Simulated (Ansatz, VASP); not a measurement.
# Two plane-wave programs on Tl

File POSCAR:

```
Tl
1.0
    0.0000000000      2.4580133538      2.4580133538
    2.4580133538      0.0000000000      2.4580133538
    2.4580133538      2.4580133538      0.0000000000
Tl
1
Direct
    0.0000000000      0.0000000000      0.0000000000
```

Contents of INCAR.step1:

```
SYSTEM = Tl
PREC = Accurate
ENCUT = 600
ISMEAR = 0
SIGMA = 0.1
LREAL = .False.
LASPH = .True.
NELM = 100
GGA = PE
ALGO = Normal
EDIFF = 1E-4
LWAVE = .True.
LCHARG = .False.
```

The input INCAR.step2:

```
SYSTEM = Tl
PREC = Accurate
ENCUT = 600
EDIFF = 1E-6
ISMEAR = 0
SIGMA = 0.1
LREAL = .False.
LASPH = .True.
NELM = 100
ALGO = Normal
ISIF = 3
LWAVE = .False.
LCHARG = .False.
METAGGA = R2SCAN
LMIXTAU = .True.
IBRION = 2
NSW = 80
EDIFFG = -0.01
ISTART = 1
```

File KPOINTS:

```
Automatic mesh
0
Gamma
  14 14 14
  0 0 0
```

Input for Ansatz:

```yaml
crystal:
  lattice:
    - [0.0, 2.4580133538, 2.4580133538]
    - [2.4580133538, 0.0, 2.4580133538]
    - [2.4580133538, 2.4580133538, 0.0]
  atoms:
    - { symbol: Tl, position: [0.0, 0.0, 0.0] }
basis:
  ecutwfc: 500
kpoints:
  mp_grid: { grid: [14, 14, 14] }
hamiltonian:
  xc: r2scan
scf:
  occupations: { method: gaussian, width: 0.1 }
output:
  forces: true
  stress: true
  eigenvalues: true
  write_density: true
  write_potential: true
  elf: true
  volumetric_format: npy
relax:
  adjacent_minimum: "off"
  f_tol: 0.01
  max_steps: 60
  cell: { stress_tol: 0.1 }
```

Alike in both runs: task relaxation of cell and atoms; functional r2SCAN; k mesh 14 × 14 × 14; occupations gaussian, width 0.1 eV; no spin polarisation.

|  | VASP | Ansatz |
| --- | --- | --- |
| version | VASP 6.6.1 | Ansatz 0.2.0 |
| potentials or method | VASP PAW PBE potentials, release 64 (Tl_d), cutoff 600 eV | scalar-relativistic, plane waves, PAW |
| valence electrons in the cell | 13 | 13 |

|  | VASP | Ansatz | Ansatz less VASP |
| --- | --- | --- | --- |
| gap on the k mesh at the Fermi level, each at its own relaxed structure (eV) | none | none | - |
| relaxed volume (Å³/atom) | 29.86 | 29.82 | -0.037 |
| relaxed length of the cell vector where the two differ most in proportion (Å) | 3.482 | 3.481 | -0.0014 |

VASP's potentials were made for PBE, not for r2SCAN. A gap of «none» marks a metal or a gap that the smearing closes.

Neither program's run includes spin-orbit coupling.
